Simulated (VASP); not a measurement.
# GdMn (Pm-3m) in VASP: notebook

Runs on GdMn. Level: PBE+U. Tasks: single point.

Program: VASP 6.6.1. These are calculated values, not measurements. Logs are shortened: lines on timing, memory, paths and dates and some standing lists are left out, and cuts for length are marked.

## (1) The cell of the first run

It takes space group Pm-3m (No. 221, cubic). The conventional cell has a = 3.514 Å, b = 3.514 Å, c = 3.514 Å, α = 90.00°, β = 90.00°, γ = 90.00°. Within 4.0 Å of Gd (site symmetry m-3m) lie 8 Mn at 3.04 Å and 6 Gd at 3.51 Å. Within 4.0 Å of Mn (site symmetry m-3m) lie 8 Gd at 3.04 Å and 6 Mn at 3.51 Å.

## (2) Single point, PBE+U, collinear spin, ferrimagnetic start (21.70 Å³/atom)

Contents of INCAR:

```
SYSTEM = GdMn
PREC = Accurate ; ENCUT = 520
EDIFF = 1E-6 ; ISMEAR = 0
SIGMA = 0.05 ; LREAL = .FALSE.
LASPH = .TRUE. ; NELM = 150
ALGO = Normal ; ISIF = 2
LWAVE = .FALSE. ; LCHARG = .TRUE.
ISPIN = 2 ; MAGMOM = 8.09 -3.72
LORBIT = 11 ; LMAXMIX = 6
LDAU = .TRUE. ; LDAUTYPE = 2
LDAUL = 3 -1 ; LDAUU = 6 0
LDAUJ = 0 0 ; LDAUPRINT = 1
GGA = PE ; LELF = .TRUE.
LVHAR = .TRUE. ; NBANDS = 26
```

Contents of KPOINTS:

```
Automatic mesh
0
G
  8 8 8
  0 0 0
```

Contents of POSCAR:

```
GdMn
1.0
    3.5142266204      0.0000000000      0.0000000000
    0.0000000000      3.5142266204      0.0000000000
    0.0000000000      0.0000000000      3.5142266204
Gd Mn
1 1
Direct
    0.0000000000      0.0000000000      0.0000000000
    0.5000000000      0.5000000000      0.5000000000
```

Potentials or basis: VASP PAW PBE potentials, release 64 (Gd, Mn_pv).

Launch:

```bash
cat potpaw_PBE.64/Gd/POTCAR potpaw_PBE.64/Mn_pv/POTCAR > POTCAR
mpirun -np 1 vasp_std > vasp.out
```

OUTCAR:

```text
SYSTEM = GdMn
   PREC = Accurate
   ENCUT = 520
   EDIFF = 1E-6
   ISMEAR = 0
   LREAL = .FALSE.
   LASPH = .TRUE.
   NELM = 150
   ISIF = 2
   ISPIN = 2
   LORBIT = 11
   GGA = PE

 ion  position               nearest neighbor table
   1  0.000  0.000  0.000-   2 3.04   2 3.04   2 3.04   2 3.04   2 3.04   2 3.04   2 3.04   2 3.04

   2  0.500  0.500  0.500-   1 3.04   1 3.04   1 3.04   1 3.04   1 3.04   1 3.04   1 3.04   1 3.04

  LATTYP: Found a simple cubic cell.
 ALAT       =     3.5142266204

  Lattice vectors:

 A1 = (   3.5142266204,   0.0000000000,   0.0000000000)
 A2 = (   0.0000000000,   3.5142266204,   0.0000000000)
 A3 = (   0.0000000000,   0.0000000000,   3.5142266204)

Analysis of symmetry for initial positions (statically):
=====================================================================
 Subroutine PRICEL returns:
 Original cell was already a primitive cell.

 Routine SETGRP: Setting up the symmetry group for a
 simple cubic supercell.

 Subroutine GETGRP returns: Found 48 space group operations
 (whereof 48 operations were pure point group operations)
 out of a pool of 48 trial point group operations.

The static configuration has the point symmetry O_h .

Analysis of symmetry for dynamics (positions and initial velocities):
=====================================================================
 Subroutine PRICEL returns:
 Original cell was already a primitive cell.

 Routine SETGRP: Setting up the symmetry group for a
 simple cubic supercell.

 Subroutine GETGRP returns: Found 48 space group operations
 (whereof 48 operations were pure point group operations)
 out of a pool of 48 trial point group operations.

The dynamic configuration has the point symmetry O_h .

[... 187 lines left out ...]
  o =  0.0035  v =  0.0000  0.0000  0.0000  0.0000  0.0000  0.0000  0.0000  0.0000  1.0000 -0.0000 -0.0000 -0.0000  0.0000 -0.0000      0.0000  0.0000  0.0000  0.0000  0.0000  0.0000  0.0000  0.0000  0.0000  0.0000  0.0000  0.0000  0.0000  0.0000
  o =  0.9879  v =  0.0000 -1.0000  0.0000 -0.0000  0.0000  0.0000 -0.0000  0.0000  0.0000  0.0000  0.0000  0.0000  0.0000  0.0000      0.0000  0.0000  0.0000  0.0000  0.0000  0.0000  0.0000  0.0000  0.0000  0.0000  0.0000  0.0000  0.0000  0.0000
  o =  0.9887  v =  0.0000 -0.0000 -0.0000  1.0000  0.0002  0.0000 -0.0002  0.0000  0.0000  0.0000  0.0000  0.0000  0.0000  0.0000      0.0000  0.0000  0.0000  0.0000  0.0000  0.0000  0.0000  0.0000  0.0000  0.0000  0.0000  0.0000  0.0000  0.0000
  o =  0.9887  v = -0.7906 -0.0000 -0.6124 -0.0000  0.0000 -0.0000  0.0000  0.0000  0.0000  0.0000  0.0000  0.0000  0.0000  0.0000      0.0000  0.0000  0.0000  0.0000  0.0000  0.0000  0.0000  0.0000  0.0000  0.0000  0.0000  0.0000  0.0000  0.0000
  o =  0.9887  v =  0.0000  0.0000 -0.0000 -0.0003  0.6124  0.0000 -0.7906  0.0000  0.0000  0.0000  0.0000  0.0000  0.0000  0.0000      0.0000  0.0000  0.0000  0.0000  0.0000  0.0000  0.0000  0.0000  0.0000  0.0000  0.0000  0.0000  0.0000  0.0000
  o =  0.9904  v =  0.0000 -0.0000  0.0000  0.0000 -0.0007 -1.0000 -0.0006  0.0000  0.0000  0.0000  0.0000  0.0000  0.0000  0.0000      0.0000  0.0000  0.0000  0.0000  0.0000  0.0000  0.0000  0.0000  0.0000  0.0000  0.0000  0.0000  0.0000  0.0000
  o =  0.9904  v =  0.0000  0.0000  0.0000 -0.0000  0.7906 -0.0009  0.6124  0.0000  0.0000  0.0000  0.0000  0.0000  0.0000  0.0000      0.0000  0.0000  0.0000  0.0000  0.0000  0.0000  0.0000  0.0000  0.0000  0.0000  0.0000  0.0000  0.0000  0.0000
  o =  0.9904  v =  0.6124 -0.0000 -0.7906 -0.0000  0.0000 -0.0000  0.0000  0.0000  0.0000  0.0000  0.0000  0.0000  0.0000  0.0000      0.0000  0.0000  0.0000  0.0000  0.0000  0.0000  0.0000  0.0000  0.0000  0.0000  0.0000  0.0000  0.0000  0.0000

 number of electron      31.0000014 magnetization       4.3509191

 Free energy of the ion-electron system (eV)
  ---------------------------------------------------
  ext. energy  EPLUGINS =         0.00000000
  ---------------------------------------------------
  free energy    TOTEN  =       -19.97307246 eV

  energy without entropy =      -19.96942080  energy(sigma->0) =      -19.97124663

 E-fermi :   4.9767     XC(G=0): -11.1364

 val. band max:        4.9502648236   @ k =   0.2500   0.2500   0.2500
 cond. band min:       4.9925169537   @ k =   0.3750   0.3750   0.0000
 fundamental gap:      0.0422521301
 Fermi energy:         4.9767278991

 spin component 1

 k-point     1 :       0.0000    0.0000    0.0000
  band No.  band energies     occupation
      1     -41.1389      1.00000
      2     -41.1389      1.00000
      3     -41.1389      1.00000
      4     -39.9807      1.00000
      5     -17.1721      1.00000
      6     -17.1721      1.00000
[... 1385 lines left out ...]
     25      10.1603      0.00000
     26      13.0550      0.00000

 [... further k-points ...]
[... 5 lines left out ...]
  --------------------------------------------------------------------------------------
  -------------------------------------------------------------------------------------
  Total        0.4354068      0.4354068      0.4354068      0.0000000     -0.0000000      0.0000000
  in kB       16.0737254     16.0737254     16.0737254      0.0000000     -0.0000000      0.0000000
  external PRESSURE =      16.0737254 kB  Pullay stress =       0.0000000 kB

 VOLUME and BASIS-vectors are now :
 -----------------------------------------------------------------------------
  energy-cutoff  :      520.00
  volume of cell :       43.40
      direct lattice vectors                 reciprocal lattice vectors
     3.514226620  0.000000000  0.000000000     0.284557630  0.000000000  0.000000000
     0.000000000  3.514226620  0.000000000     0.000000000  0.284557630  0.000000000
     0.000000000  0.000000000  3.514226620     0.000000000  0.000000000  0.284557630

 POSITION                                       TOTAL-FORCE (eV/Angst)
 -----------------------------------------------------------------------------------
      0.00000      0.00000      0.00000         0.000000      0.000000      0.000000
      1.75711      1.75711      1.75711         0.000000      0.000000      0.000000
 -----------------------------------------------------------------------------------
    total drift:                                0.000000      0.000000      0.000000

  FREE ENERGIE OF THE ION-ELECTRON SYSTEM (eV)
  ---------------------------------------------------
  free  energy   TOTEN  =       -19.9730724613 eV

  energy  without entropy=      -19.9694207965  energy(sigma->0) =      -19.97124663

 total charge

# of ion       s       p       d       f       tot
--------------------------------------------------
    1        2.070   5.581   0.677   6.937  15.264
    2        0.374   6.153   5.010   0.000  11.536
--------------------------------------------------
tot          2.443  11.734   5.686   6.937  26.800

 magnetization (x)

# of ion       s       p       d       f       tot
--------------------------------------------------
    1        0.018  -0.081   0.293   6.902   7.132
    2       -0.053   0.017  -3.269   0.000  -3.304
--------------------------------------------------
tot         -0.035  -0.063  -2.976   6.902   3.828
```

stdout:

```text
POSCAR found type information on POSCAR GdMn
 POSCAR found :  2 types and       2 ions
 scaLAPACK will be used
 LDA part: xc-table for (Slater+PW92), standard interpolation
 POSCAR, INCAR and KPOINTS ok, starting setup
 FFT: planning ... GRIDC
 FFT: planning ... GRID_SOFT
 FFT: planning ... GRID
 WAVECAR not read
 entering main loop
```

Wall time 2.4 min (1 thread of Oxide Virtual Turin-like, shared host); peak memory 0.19 GiB.

What came out:

| Quantity | Value |
| --- | --- |
| Free energy | -19.9731 eV |
| Pressure | 1.6 GPa |
| Net moment | 4.35 μB per cell |
| Site moments | Gd +7.13; Mn -3.30 μB |
| Valence electrons inside the program's atomic spheres | Gd 15.26; Mn 11.54 |

Levels at points of the mesh, in eV from the Fermi level:
Spin up:
```csv
k point,band 16,band 17,band 18,band 19,band 20,band 21
"(0.00, 0.00, 0.00)",-2.24,-2.24,0.76,0.76,0.76,2.34
"(0.50, 0.00, 0.00)",-2.21,-0.18,-0.15,0.84,0.84,1.23
"(0.50, 0.50, 0.00)",-2.10,-0.36,-0.36,1.18,1.18,1.53
"(0.50, 0.50, 0.50)",-1.69,-1.69,0.18,0.18,0.18,1.56
```
Spin down:
| k point | band 9 | band 10 | band 11 | band 12 | band 13 | band 14 | band 15 | band 16 | band 17 | band 18 |
| --- | --- | --- | --- | --- | --- | --- | --- | --- | --- | --- |
| (0.00, 0.00, 0.00) | -3.19 | -3.19 | -2.08 | -2.08 | -2.08 | 1.80 | 1.80 | 3.59 | 3.59 | 3.59 |
| (0.50, 0.00, 0.00) | -2.64 | -2.51 | -2.14 | -2.14 | -1.96 | -0.78 | 1.21 | 2.49 | 2.49 | 3.65 |
| (0.50, 0.50, 0.00) | -3.18 | -2.54 | -2.54 | -1.53 | -0.89 | 1.39 | 1.39 | 2.26 | 3.61 | 3.66 |
| (0.50, 0.50, 0.50) | -2.35 | -2.35 | -1.51 | -1.51 | -1.24 | -1.24 | -1.24 | 2.04 | 3.73 | 3.73 |

Eigenvalues of the final occupation matrices:
| site | spin | trace | eigenvalues |
| --- | --- | --- | --- |
| site 1 f | 1 | 6.93 | 0.99 0.99 0.99 0.99 0.99 0.99 0.99 |
| site 1 f | 2 | 0.02 | 0.00 0.00 0.00 0.00 0.00 0.00 0.00 |

Caveat: spin-orbit coupling is left out, which moves the levels of the heavy elements. The state reached can hang on the start; a lower one may exist.

## (3) Single point, PBE+U, collinear spin, ferrimagnetic start (22.15 Å³/atom)

This run uses another cell than the first one, of 22.15 Å³/atom.

Contents of INCAR:

```
SYSTEM = GdMn
PREC = Accurate ; ENCUT = 520
EDIFF = 1E-7 ; ISMEAR = 0
SIGMA = 0.05 ; LREAL = .FALSE.
LASPH = .TRUE. ; NELM = 150
ALGO = Fast ; ISIF = 2
LWAVE = .FALSE. ; LCHARG = .FALSE.
ISPIN = 2 ; MAGMOM = 8.1 -3.81
LORBIT = 11 ; LMAXMIX = 6
LDAU = .TRUE. ; LDAUTYPE = 2
LDAUL = 3 -1 ; LDAUU = 6 0
LDAUJ = 0 0 ; LDAUPRINT = 1
GGA = PE ; NBANDS = 26
```

KPOINTS is that of step 2.

Contents of POSCAR:

```
GdMn
1.0
    3.5384634319      0.0000000000      0.0000000000
    0.0000000000      3.5384634319      0.0000000000
    0.0000000000      0.0000000000      3.5384634319
Gd Mn
1 1
Direct
    0.0000000000      0.0000000000      0.0000000000
    0.5000000000      0.5000000000      0.5000000000
```

Potentials or basis: VASP PAW PBE potentials, release 64 (Gd, Mn_pv).

Launch:

```bash
cat potpaw_PBE.64/Gd/POTCAR potpaw_PBE.64/Mn_pv/POTCAR > POTCAR
mpirun -np 1 vasp_std > vasp.out
```

Run time: 13 min. Hardware: 1 thread of Oxide Virtual Turin-like, shared host; peak memory 0.2 GiB.

The run converged. Its results:

* Free energy: -19.9802 eV
* Pressure: 0.8 GPa
* Net moment: 4.27 μB per cell
* Site moments: Gd +7.13; Mn -3.38 μB
* Valence electrons inside the program's atomic spheres: Gd 15.25; Mn 11.52

Levels at points of the mesh, in eV from the Fermi level:
Spin up:
| k point | band 16 | band 17 | band 18 | band 19 | band 20 | band 21 |
| --- | --- | --- | --- | --- | --- | --- |
| (0.00, 0.00, 0.00) | -2.18 | -2.18 | 0.78 | 0.78 | 0.78 | 2.31 |
| (0.50, 0.00, 0.00) | -2.24 | -0.17 | -0.12 | 0.85 | 0.85 | 1.24 |
| (0.50, 0.50, 0.00) | -2.07 | -0.33 | -0.33 | 1.10 | 1.10 | 1.53 |
| (0.50, 0.50, 0.50) | -1.66 | -1.66 | 0.18 | 0.18 | 0.18 | 1.56 |
Spin down:
```csv
k point,band 10,band 11,band 12,band 13,band 14,band 15,band 16,band 17
"(0.00, 0.00, 0.00)",-3.18,-2.13,-2.13,-2.13,1.75,1.75,3.53,3.53
"(0.50, 0.00, 0.00)",-2.51,-2.20,-2.20,-2.02,-0.87,1.22,2.45,2.45
"(0.50, 0.50, 0.00)",-2.57,-2.57,-1.60,-0.96,1.31,1.31,2.18,3.55
"(0.50, 0.50, 0.50)",-2.41,-1.58,-1.58,-1.21,-1.21,-1.21,1.96,3.67
```

Eigenvalues of the final occupation matrices:
| site | spin | trace | eigenvalues |
| --- | --- | --- | --- |
| site 1 f | 1 | 6.93 | 0.99 0.99 0.99 0.99 0.99 0.99 0.99 |
| site 1 f | 2 | 0.02 | 0.00 0.00 0.00 0.00 0.00 0.00 0.00 |

Caveat: spin-orbit coupling is left out, which moves the levels of the heavy elements. The state reached can hang on the start; a lower one may exist.

## (4) Single point, PBE+U, collinear spin, ferrimagnetic start

This run uses another cell than the first one, of 22.60 Å³/atom.

Contents of INCAR:

```
SYSTEM = GdMn
PREC = Accurate
ENCUT = 520
EDIFF = 1E-7
ISMEAR = -5
SIGMA = 0.1
LREAL = .FALSE.
LASPH = .TRUE.
NELM = 150
ALGO = Normal
ISIF = 2
LWAVE = .FALSE.
LCHARG = .FALSE.
ISPIN = 2
MAGMOM = 7 -3.5
LORBIT = 11
LMAXMIX = 6
LDAU = .TRUE.
LDAUTYPE = 2
LDAUL = 3 -1
LDAUU = 6 0
LDAUJ = 0 0
LDAUPRINT = 1
GGA = PE
NBANDS = 26
```

Contents of KPOINTS:

```
regular mesh
0
G
  8 8 8
  0 0 0
```

Contents of POSCAR:

```
GdMn
1.0
    3.5623726939      0.0000000000      0.0000000000
    0.0000000000      3.5623726939      0.0000000000
    0.0000000000      0.0000000000      3.5623726939
Gd Mn
1 1
Direct
    0.0000000000      0.0000000000      0.0000000000
    0.5000000000      0.5000000000      0.5000000000
```

Potentials or basis: VASP PAW PBE potentials, release 64 (Gd, Mn_pv).

Launch:

```bash
cat potpaw_PBE.64/Gd/POTCAR potpaw_PBE.64/Mn_pv/POTCAR > POTCAR
mpirun -np 1 vasp_std > vasp.out
```

OUTCAR:

```text
SYSTEM = GdMn
   PREC = Accurate
   ENCUT = 520
   EDIFF = 1E-7
   ISMEAR = -5
   LREAL = .FALSE.
   LASPH = .TRUE.
   NELM = 150
   ISIF = 2
   ISPIN = 2
   LORBIT = 11
   GGA = PE

 ion  position               nearest neighbor table
   1  0.000  0.000  0.000-   2 3.09   2 3.09   2 3.09   2 3.09   2 3.09   2 3.09   2 3.09   2 3.09

   2  0.500  0.500  0.500-   1 3.09   1 3.09   1 3.09   1 3.09   1 3.09   1 3.09   1 3.09   1 3.09

  LATTYP: Found a simple cubic cell.
 ALAT       =     3.5623726939

  Lattice vectors:

 A1 = (   3.5623726939,   0.0000000000,   0.0000000000)
 A2 = (   0.0000000000,   3.5623726939,   0.0000000000)
 A3 = (   0.0000000000,   0.0000000000,   3.5623726939)

Analysis of symmetry for initial positions (statically):
=====================================================================
 Subroutine PRICEL returns:
 Original cell was already a primitive cell.

 Routine SETGRP: Setting up the symmetry group for a
 simple cubic supercell.
[... 235 lines left out ...]

 spin component 1

 k-point     1 :       0.0000    0.0000    0.0000
  band No.  band energies     occupation
      1     -41.3717      1.00000
      2     -41.3717      1.00000
      3     -41.3717      1.00000
      4     -40.3384      1.00000
      5     -17.5384      1.00000
      6     -17.5384      1.00000
[... 1385 lines left out ...]
     25       9.6576      0.00000
     26      12.3991      0.00000

 [... further k-points ...]
[... 5 lines left out ...]
  --------------------------------------------------------------------------------------
  -------------------------------------------------------------------------------------
  Total        0.0633808      0.0633808      0.0633808     -0.0000000      0.0000000     -0.0000000
  in kB        2.2462078      2.2462078      2.2462078     -0.0000000      0.0000000     -0.0000000
  external PRESSURE =       2.2462078 kB  Pullay stress =       0.0000000 kB

 VOLUME and BASIS-vectors are now :
 -----------------------------------------------------------------------------
  energy-cutoff  :      520.00
  volume of cell :       45.21
      direct lattice vectors                 reciprocal lattice vectors
     3.562372694  0.000000000  0.000000000     0.280711786  0.000000000  0.000000000
     0.000000000  3.562372694  0.000000000     0.000000000  0.280711786  0.000000000
     0.000000000  0.000000000  3.562372694     0.000000000  0.000000000  0.280711786

 POSITION                                       TOTAL-FORCE (eV/Angst)
 -----------------------------------------------------------------------------------
      0.00000      0.00000      0.00000         0.000000      0.000000      0.000000
      1.78119      1.78119      1.78119         0.000000      0.000000      0.000000
 -----------------------------------------------------------------------------------
    total drift:                                0.000000      0.000000      0.000000

  FREE ENERGIE OF THE ION-ELECTRON SYSTEM (eV)
  ---------------------------------------------------
  free  energy   TOTEN  =       -19.9912174209 eV

  energy  without entropy=      -19.9912174209  energy(sigma->0) =      -19.99121742

 total charge

# of ion       s       p       d       f       tot
--------------------------------------------------
    1        2.069   5.581   0.649   6.937  15.236
    2        0.372   6.153   4.972   0.000  11.496
--------------------------------------------------
tot          2.440  11.734   5.621   6.937  26.732

 magnetization (x)

# of ion       s       p       d       f       tot
--------------------------------------------------
    1        0.016  -0.084   0.276   6.905   7.112
    2       -0.060   0.010  -3.436   0.000  -3.486
--------------------------------------------------
tot         -0.044  -0.074  -3.160   6.905   3.627
```

It took 100 s on 1 thread of Oxide Virtual Turin-like, shared host; peak memory 0.2 GiB.

What came out:

```
Free energy                                           : -19.9912 eV
Pressure                                              : 0.2 GPa
Net moment                                            : 4.10 μB per cell
Site moments                                          : Gd +7.11; Mn -3.49 μB
Valence electrons inside the program's atomic spheres : Gd 15.24; Mn 11.50
```

Levels at points of the mesh, in eV from the Fermi level:
Spin up:
| k point | band 15 | band 16 | band 17 | band 18 | band 19 | band 20 | band 21 | band 22 |
| --- | --- | --- | --- | --- | --- | --- | --- | --- |
| (0.00, 0.00, 0.00) | -5.95 | -2.10 | -2.10 | 0.80 | 0.80 | 0.80 | 2.28 | 2.28 |
| (0.50, 0.00, 0.00) | -3.16 | -2.25 | -0.14 | -0.08 | 0.87 | 0.87 | 1.26 | 1.68 |
| (0.50, 0.50, 0.00) | -3.22 | -2.01 | -0.28 | -0.28 | 1.04 | 1.04 | 1.52 | 1.54 |
| (0.50, 0.50, 0.50) | -1.61 | -1.61 | -1.61 | 0.20 | 0.20 | 0.20 | 1.55 | 1.55 |
Spin down:
```csv
k point,band 9,band 10,band 11,band 12,band 13,band 14,band 15,band 16,band 17,band 18
"(0.00, 0.00, 0.00)",-3.20,-3.20,-2.21,-2.21,-2.21,1.68,1.68,3.47,3.47,3.47
"(0.50, 0.00, 0.00)",-2.71,-2.54,-2.28,-2.28,-2.11,-0.98,1.20,2.40,2.40,3.54
"(0.50, 0.50, 0.00)",-3.24,-2.63,-2.63,-1.70,-1.05,1.22,1.22,2.08,3.50,3.55
"(0.50, 0.50, 0.50)",-2.49,-2.49,-1.68,-1.68,-1.20,-1.20,-1.20,1.87,3.61,3.61
```

Eigenvalues of the final occupation matrices:
```
    site  spin  trace                         eigenvalues
site 1 f     1   6.93  0.99 0.99 0.99 0.99 0.99 0.99 0.99
site 1 f     2   0.02  0.00 0.00 0.00 0.00 0.00 0.00 0.00
```

Caveat: spin-orbit coupling is left out, which moves the levels of the heavy elements; tetrahedron occupations give inexact forces and stress in metals. The state reached can hang on the start; a lower one may exist.

## (5) Overview

| cell | smearing | gap on the mesh (eV) | pressure (GPa) | moment (μB) |
| --- | --- | --- | --- | --- |
| a = 3.514 Å, 2 atoms | gaussian 0.05 eV | none | 1.6 | 4.35 |
| a = 3.538 Å, 2 atoms | gaussian 0.05 eV | none | 0.8 | 4.27 |
| a = 3.562 Å, 2 atoms | tetrahedron | none | 0.2 | 4.10 |

Alike in all rows: task single point; level PBE+U; potentials or basis VASP PAW PBE potentials, release 64 (Gd, Mn_pv); spin collinear, ferrimagnetic start; Gd f U = 6.0 eV; k mesh 8 × 8 × 8; cutoff (eV) 520.

Caveats: spin-orbit coupling is left out, which moves the levels of the heavy elements; tetrahedron occupations give inexact forces and stress in metals (at least some runs).

Total energies depend on the potentials used, so only differences within one code and one set of settings carry meaning.

The gap in the log of VASP goes by the Fermi energy; the results here count the filled bands.